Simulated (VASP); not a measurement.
# LiCaF3 in VASP: a series of runs, part 2 of 2

VASP 6.6.1. The steps go on from the part before.

### Step 4. Single point, PBE

This run uses another cell than the first one, of 10.22 Å³/atom.

The input, INCAR:

```
SYSTEM = LiCaF3
PREC     = Accurate       ! precision mode
ENCUT    = 520            ! plane-wave cutoff, eV
EDIFF    = 1E-7           ! SCF threshold, eV
ISMEAR   = -1             ! smearing method
SIGMA    = 0.05           ! smearing width, eV
LREAL    = .FALSE.        ! projectors in reciprocal space
LASPH    = .TRUE.         ! aspherical terms in the spheres
NELM     = 60             ! most SCF steps
ALGO     = Normal         ! electronic algorithm
ISIF     = 2              ! what is computed and relaxed
LWAVE    = .FALSE.        ! write WAVECAR
LCHARG   = .TRUE.         ! write CHGCAR
GGA      = PE             ! functional
LELF     = .TRUE.         ! ELF
LVHAR    = .TRUE.       
NBANDS   = 25             ! bands
```

The input, KPOINTS:

```
regular mesh
0
G
  6 6 6
  0 0 0
```

The input, POSCAR:

```
LiCaF3
1.0
    3.6860191200      0.0000000000      0.0000000000
    0.0000000000      3.6860191200      0.0000000000
    0.0000000000      0.0000000000      3.7612440000
Ca F Li
1 3 1
Direct
    0.0000000000      0.0000000000      0.0000000000
    0.5000000000      0.0000000000      0.5000000000
    0.5000000000      0.5000000000      0.0000000000
    0.0000000000      0.5000000000      0.5000000000
    0.5000000000      0.5000000000      0.5000000000
```

Potentials or basis: VASP PAW PBE potentials, release 64 (Ca_sv, F, Li_sv).

The run is started by

```sh
$ cat potpaw_PBE.64/Ca_sv/POTCAR potpaw_PBE.64/F/POTCAR potpaw_PBE.64/Li_sv/POTCAR > POTCAR
$ mpirun -np 1 vasp_std > vasp.out
```

OUTCAR:

```text
SYSTEM = LiCaF3
   PREC = Accurate
   ENCUT = 520
   EDIFF = 1E-7
   ISMEAR = -1
   LREAL = .FALSE.
   LASPH = .TRUE.
   NELM = 60
   ISIF = 2
   GGA = PE

 ion  position               nearest neighbor table
   1  0.000  0.000  0.000-
   2  0.500  0.000  0.500-   5 1.84   5 1.84
   3  0.500  0.500  0.000-   5 1.88   5 1.88
   4  0.000  0.500  0.500-   5 1.84   5 1.84
   5  0.500  0.500  0.500-   2 1.84   4 1.84   2 1.84   4 1.84   3 1.88   3 1.88

  LATTYP: Found a simple tetragonal cell.
 ALAT       =     3.6860191200
 C/A-ratio  =     1.0204081633

  Lattice vectors:

 A1 = (   3.6860191200,   0.0000000000,   0.0000000000)
 A2 = (   0.0000000000,   3.6860191200,   0.0000000000)
 A3 = (   0.0000000000,   0.0000000000,   3.7612440000)

Analysis of symmetry for initial positions (statically):
=====================================================================
 Subroutine PRICEL returns:
 Original cell was already a primitive cell.

 Routine SETGRP: Setting up the symmetry group for a
 simple tetragonal supercell.

 Subroutine GETGRP returns: Found 16 space group operations
 (whereof 16 operations were pure point group operations)
 out of a pool of 16 trial point group operations.

The static configuration has the point symmetry D_4h.

Analysis of symmetry for dynamics (positions and initial velocities):
=====================================================================
 Subroutine PRICEL returns:
 Original cell was already a primitive cell.

 Routine SETGRP: Setting up the symmetry group for a
 simple tetragonal supercell.

 Subroutine GETGRP returns: Found 16 space group operations
 (whereof 16 operations were pure point group operations)
 out of a pool of 16 trial point group operations.

The dynamic configuration has the point symmetry D_4h.

 Subroutine INISYM returns: Found 16 space group operations
 (whereof 16 operations are pure point group operations),
 and found     1 'primitive' translations

----------------------------------------------------------------------------------------

                                     Primitive cell

  volume of cell :      51.1030

  direct lattice vectors                    reciprocal lattice vectors
     3.686019120  0.000000000  0.000000000     0.271295391  0.000000000  0.000000000
     0.000000000  3.686019120  0.000000000     0.000000000  0.271295391  0.000000000
     0.000000000  0.000000000  3.761244000     0.000000000  0.000000000  0.265869484

  length of vectors
     3.686019120  3.686019120  3.761244000     0.271295391  0.271295391  0.265869484

  position of ions in fractional coordinates (direct lattice)
     0.000000000  0.000000000  0.000000000
     0.500000000  0.000000000  0.500000000
     0.500000000  0.500000000  0.000000000
     0.000000000  0.500000000  0.500000000
     0.500000000  0.500000000  0.500000000

  ion indices of the primitive-cell ions
[... 21 lines left out ...]

  Length of vectors
     0.045215899  0.045215899  0.044311581

  Shift w.r.t. Gamma in fractional coordinates (k-lattice)
     0.000000000  0.000000000  0.000000000

 Subroutine IBZKPT returns following result:
 ===========================================

 Found     40 irreducible k-points:

 Following reciprocal coordinates:
            Coordinates               Weight
  0.000000  0.000000  0.000000      1.000000
  0.166667  0.000000  0.000000      4.000000
  0.333333  0.000000  0.000000      4.000000
  0.500000  0.000000  0.000000      2.000000
  0.166667  0.166667  0.000000      4.000000
  0.333333  0.166667  0.000000      8.000000
[... 16 lines left out ...]
  0.333333  0.000000  0.333333      8.000000
  0.500000  0.000000  0.333333      4.000000
 [... further k-points ...]
   k-points           NKPTS =     40   k-points in BZ     NKDIM =     40   number of bands    NBANDS=     25
   number of dos      NEDOS =    301   number of ions     NIONS =      5
   total plane-waves  NPLWV =  21952
   dimension x,y,z NGX =    28 NGY =   28 NGZ =   28
   dimension x,y,z NGXF=    56 NGYF=   56 NGZF=   56
   ions per type =               1   3   1
   NGX,Y,Z   is equivalent  to a cutoff of  12.63, 12.63, 12.38 a.u.
   NGXF,Y,Z  is equivalent  to a cutoff of  25.26, 25.26, 24.75 a.u.
 SYSTEM =  LiCaF3
   PREC   = accura    normal or accurate (medium, high low for compatibility)
   ISTART =      0    job   : 0-new  1-cont  2-samecut
   ICHARG =      2    charge: 1-file 2-atom 10-const
   ISPIN  =      1    spin polarized calculation?
   LNONCOLLINEAR =      F non collinear calculations
   LSORBIT =      F    spin-orbit coupling
   LASPH  =      T    aspherical Exc in radial PAW
   ENCUT  =  520.0 eV  38.22 Ry    6.18 a.u.   6.85  6.85  6.99*2*pi/ulx,y,z
   NELM   =     60;   NELMIN=  2; NELMDL= -5     # of ELM steps
   EDIFF  = 0.1E-06   stopping-criterion for ELM
   LREAL  =      F    real-space projection
   EDIFFG = 0.1E-05   stopping-criterion for IOM
   NSW    =      0    number of steps for IOM
   IBRION =     -1    ionic relax: 0-MD 1-quasi-New 2-CG
   NFREE  =      0    steps in history (QN), initial steepest desc. (CG)
   ISIF   =      2    stress and relaxation
   ISYM   =      2    0-nonsym 1-usesym 2-fastsym
   POTIM  = 0.5000    time-step for ionic-motion
   TEBEG  =    0.0;   TEEND  =   0.0 temperature during run
   PSTRESS=    0.0 pullay stress
   NELECT =      34.0000    total number of electrons
   NUPDOWN=      -1.0000    fix difference up-down
   EMIN   =  10.00;   EMAX   =-10.00  energy-range for DOS
   EFERMI =   0.00;   METHOD = LEGACY
   ISMEAR =    -1;   SIGMA  =   0.05  broadening in eV -4-tet -1-fermi 0-gaus
   EFERMI_NEDOS =   21; number of points for ismear=-14 and -15
   IALGO  =     38    algorithm
   IMIX   =      4    mixing-type and parameters
     AMIX     =   0.40;   BMIX     =  1.00
     AMIX_MAG =   1.60;   BMIX_MAG =  1.00
  volume/ion in A,a.u.               =      10.22        68.97
  Fermi-wavevector in a.u.,A,eV,Ry     =   1.429176  2.700750 27.790481  2.042543
  Thomas-Fermi vector in A             =   2.549158
   LORBIT       =      0    0 simple, 1 ext, 2 COOP (PROOUT), +10 PAW based schemes
   GGA     = PE    functional components
   LHFCALC =     F    Hartree Fock is set to
   AEXX    =    0.0000 exact exchange contribution
   IVDW    =     0    specifies the selected vdW correction
   LEPSILON=     F    determine dielectric tensor
   LRPA    =     F    only Hartree local field effects (RPA)
 non-spin polarized calculation
  energy-cutoff  :      520.00
  volume of cell :       51.10
 maximum number of plane-waves:      1394
 NGX is ok and might be reduce to    28
   NGX = 13   NGY = 13   NGZ = 13

 number of electron      33.9999958 magnetization

 Free energy of the ion-electron system (eV)
  ---------------------------------------------------
  ext. energy  EPLUGINS =         0.00000000
  ---------------------------------------------------
  free energy    TOTEN  =       -26.05570605 eV

  energy without entropy =      -26.05570605  energy(sigma->0) =      -26.05570605

 E-fermi :   1.5722     XC(G=0): -10.4815

 val. band max:        0.4434646019   @ k =   0.5000   0.5000   0.5000
 cond. band min:       6.8329418177   @ k =   0.0000   0.0000   0.0000
 fundamental gap:      6.3894772158
 Fermi energy:         1.5722170017

 k-point     1 :       0.0000    0.0000    0.0000
  band No.  band energies     occupation
      1     -39.7961      2.00000
      2     -37.2727      2.00000
      3     -20.0870      2.00000
      4     -19.1337      2.00000
      5     -19.0244      2.00000
      6     -18.1937      2.00000
[... 661 lines left out ...]
     24      12.7034      0.00000
     25      14.8601      0.00000

 [... further k-points ...]

------------------------ aborting loop because EDIFF is reached ----------------------------------------

  FORCE on cell =-STRESS in cart. coord.  units (eV):
  Direction    XX          YY          ZZ          XY          YZ          ZX
  --------------------------------------------------------------------------------------
  -------------------------------------------------------------------------------------
  Total        1.3975304      1.3975304      0.5014013      0.0000000     -0.0000000      0.0000000
  in kB       43.8152378     43.8152378     15.7198835      0.0000000     -0.0000000      0.0000000
  external PRESSURE =      34.4501197 kB  Pullay stress =       0.0000000 kB

 VOLUME and BASIS-vectors are now :
 -----------------------------------------------------------------------------
  energy-cutoff  :      520.00
  volume of cell :       51.10
      direct lattice vectors                 reciprocal lattice vectors
     3.686019120  0.000000000  0.000000000     0.271295391  0.000000000  0.000000000
     0.000000000  3.686019120  0.000000000     0.000000000  0.271295391  0.000000000
     0.000000000  0.000000000  3.761244000     0.000000000  0.000000000  0.265869484

 POSITION                                       TOTAL-FORCE (eV/Angst)
 -----------------------------------------------------------------------------------
      0.00000      0.00000      0.00000         0.000000      0.000000      0.000000
      1.84301      0.00000      1.88062         0.000000      0.000000      0.000000
      1.84301      1.84301      0.00000         0.000000      0.000000      0.000000
      0.00000      1.84301      1.88062         0.000000      0.000000      0.000000
      1.84301      1.84301      1.88062         0.000000      0.000000      0.000000
 -----------------------------------------------------------------------------------
    total drift:                                0.000000      0.000000      0.000000

  FREE ENERGIE OF THE ION-ELECTRON SYSTEM (eV)
  ---------------------------------------------------
  free  energy   TOTEN  =       -26.0557060496 eV

  energy  without entropy=      -26.0557060496  energy(sigma->0) =      -26.05570605
```

Run time: 39 s. Hardware: 1 thread of AMD EPYC 7R43 (Zen 3), shared host; peak memory 0.15 GiB.

Results:

| Property | Result |
| --- | --- |
| Free energy | -26.0557 eV |
| Band gap on the k mesh | 6.39 eV (least direct gap 6.60 eV) |

Levels at points of the mesh, in eV from the valence-band top:
| k point | band 13 | band 14 | band 15 | band 16 | band 17 | band 18 | band 19 | band 20 | band 21 | band 22 |
| --- | --- | --- | --- | --- | --- | --- | --- | --- | --- | --- |
| (0.00, 0.00, 0.00) | -0.99 | -0.94 | -0.22 | -0.21 | -0.21 | 6.39 | 6.54 | 7.07 | 8.12 | 8.12 |
| (0.50, 0.00, 0.00) | -1.34 | -1.29 | -1.28 | -0.64 | -0.54 | 7.63 | 7.80 | 8.29 | 8.92 | 8.99 |
| (0.50, 0.50, 0.00) | -1.63 | -1.62 | -1.62 | -0.19 | -0.06 | 7.98 | 8.24 | 8.88 | 8.88 | 9.23 |
| (0.00, 0.00, 0.50) | -1.42 | -1.42 | -1.40 | -0.47 | -0.47 | 7.49 | 7.67 | 8.30 | 8.93 | 8.93 |
| (0.50, 0.00, 0.50) | -1.55 | -1.53 | -1.51 | -0.28 | -0.22 | 7.99 | 8.09 | 8.91 | 8.95 | 9.21 |
| (0.50, 0.50, 0.50) | -0.30 | -0.17 | -0.15 | -0.15 | 0.00 | 7.53 | 7.53 | 7.53 | 8.94 | 9.01 |

Caveat: the cutoff is under 1.25 times the usual one of these potentials, so pressure, stress and relaxed cells hold a basis-set (Pulay) error. A k mesh can miss the band edges.

### Step 5. Single point, PBE

This run uses another cell than the first one, of 10.43 Å³/atom.

The input, INCAR:

```
PREC     = Accurate       # precision mode
ENCUT    = 520            # plane-wave cutoff, eV
EDIFF    = 1E-6           # SCF threshold, eV
ISMEAR   = -1             # smearing method
SIGMA    = 0.05           # smearing width, eV
LREAL    = False          # projectors in reciprocal space
LASPH    = True           # aspherical terms in the spheres
NELM     = 60             # most SCF steps
ALGO     = Normal         # electronic algorithm
ISIF     = 2              # what is computed and relaxed
LWAVE    = False          # write WAVECAR
LCHARG   = False          # write CHGCAR
GGA      = PE             # functional
NBANDS   = 25             # bands
```

The input, KPOINTS:

```
regular mesh
0
Gamma
  6 6 6
```

Changes to POSCAR since step 4:

```diff
@@ -2,4 +2,4 @@
 1.0
-    3.6860191200      0.0000000000      0.0000000000
-    0.0000000000      3.6860191200      0.0000000000
+    3.7236315600      0.0000000000      0.0000000000
+    0.0000000000      3.7236315600      0.0000000000
     0.0000000000      0.0000000000      3.7612440000
```

The run is started by

```sh
$ cat potpaw_PBE.64/Ca_sv/POTCAR potpaw_PBE.64/F/POTCAR potpaw_PBE.64/Li_sv/POTCAR > POTCAR
$ mpirun -np 1 vasp_std > vasp.out
```

It took 36 s on 1 thread of AMD EPYC 7R43 (Zen 3), shared host; peak memory 0.15 GiB.

The run converged. Its results:

| Property | Result |
| --- | --- |
| Free energy | -26.0793 eV |
| Band gap on the k mesh | 6.44 eV (least direct gap 6.60 eV) |

Levels at points of the mesh, in eV from the valence-band top:
```tsv
k point	band 13	band 14	band 15	band 16	band 17	band 18	band 19	band 20	band 21	band 22
(0.00, 0.00, 0.00)	-0.90	-0.87	-0.17	-0.16	-0.16	6.44	6.51	6.96	8.10	8.10
(0.50, 0.00, 0.00)	-1.26	-1.24	-1.23	-0.52	-0.48	7.59	7.72	8.25	8.87	8.90
(0.50, 0.50, 0.00)	-1.53	-1.51	-1.51	-0.16	-0.06	7.94	8.15	8.83	8.83	9.15
(0.00, 0.00, 0.50)	-1.30	-1.30	-1.28	-0.44	-0.44	7.52	7.66	8.26	8.87	8.87
(0.50, 0.00, 0.50)	-1.49	-1.46	-1.45	-0.21	-0.14	7.94	8.07	8.85	8.87	9.14
(0.50, 0.50, 0.50)	-0.21	-0.15	-0.07	-0.07	0.00	7.50	7.50	7.50	8.90	8.94
```

Caveat: the cutoff is under 1.25 times the usual one of these potentials, so pressure, stress and relaxed cells hold a basis-set (Pulay) error.

### Step 6. Single point, PBE

This run uses another cell than the first one, of 10.86 Å³/atom.

The input, INCAR:

```
SYSTEM = LiCaF3
  PREC = Accurate
  ENCUT = 520
  EDIFF = 1E-7
  ISMEAR = -1
  SIGMA = 0.05
  LREAL = .FALSE.
  LASPH = .TRUE.
  NELM = 80
  ALGO = Normal
  ISIF = 2
  LWAVE = .FALSE.
  LCHARG = .TRUE.
  GGA = PE
  LELF = .TRUE.
  LVHAR = .TRUE.
  NBANDS = 25
```

The input, KPOINTS:

```
Automatic mesh
0
G
  6 6 6
  0 0 0
```

Changes to POSCAR since step 5:

```diff
@@ -2,4 +2,4 @@
 1.0
-    3.7236315600      0.0000000000      0.0000000000
-    0.0000000000      3.7236315600      0.0000000000
+    3.7988564400      0.0000000000      0.0000000000
+    0.0000000000      3.7988564400      0.0000000000
     0.0000000000      0.0000000000      3.7612440000
```

Potentials or basis: VASP PAW PBE potentials, release 64 (Ca_sv, F, Li_sv).

The run is started by

```sh
$ cat potpaw_PBE.64/Ca_sv/POTCAR potpaw_PBE.64/F/POTCAR potpaw_PBE.64/Li_sv/POTCAR > POTCAR
$ mpirun -np 1 vasp_std > vasp.out
```

It took 45 s on 1 thread of AMD EPYC 7R43 (Zen 3), shared host; peak memory 0.15 GiB.

Results (log left out):

```
Free energy            : -26.0841 eV
Band gap on the k mesh : 6.37 eV (least direct gap 6.50 eV)
```

Levels at points of the mesh, in eV from the valence-band top:
| k point | band 15 | band 16 | band 17 | band 18 | band 19 | band 20 |
| --- | --- | --- | --- | --- | --- | --- |
| (0.00, 0.00, 0.00) | -0.14 | -0.13 | -0.13 | 6.37 | 6.45 | 6.68 |
| (0.50, 0.00, 0.00) | -1.17 | -0.43 | -0.39 | 7.40 | 7.51 | 8.10 |
| (0.50, 0.50, 0.00) | -1.35 | -0.19 | -0.13 | 7.77 | 7.88 | 8.66 |
| (0.00, 0.00, 0.50) | -1.14 | -0.46 | -0.46 | 7.49 | 7.55 | 8.10 |
| (0.50, 0.00, 0.50) | -1.38 | -0.15 | -0.06 | 7.77 | 7.96 | 8.62 |
| (0.50, 0.50, 0.50) | -0.07 | 0.00 | 0.00 | 7.36 | 7.36 | 7.36 |

Caveat: the cutoff is under 1.25 times the usual one of these potentials, so pressure, stress and relaxed cells hold a basis-set (Pulay) error.

### Step 7. Overview

| cell | gap on the mesh (eV) |
| --- | --- |
| a = 3.761 Å, 5 atoms | 6.48 |
| a = 3.611, b = 3.611, c = 3.761 Å, 5 atoms | 6.27 |
| a = 3.686, b = 3.686, c = 3.761 Å, 5 atoms | 6.39 |
| a = 3.724, b = 3.724, c = 3.761 Å, 5 atoms | 6.44 |
| a = 3.799, b = 3.799, c = 3.761 Å, 5 atoms | 6.37 |

Alike in all rows: task single point; level PBE; potentials or basis VASP PAW PBE potentials, release 64 (Ca_sv, F, Li_sv); no spin polarisation; k mesh 6 × 6 × 6; cutoff (eV) 520; smearing fermi-dirac 0.05 eV.

Caveats: the cutoff is under 1.25 times the usual one of these potentials, so pressure, stress and relaxed cells hold a basis-set (Pulay) error.

Absolute energies hang on the potentials; compare differences alone.
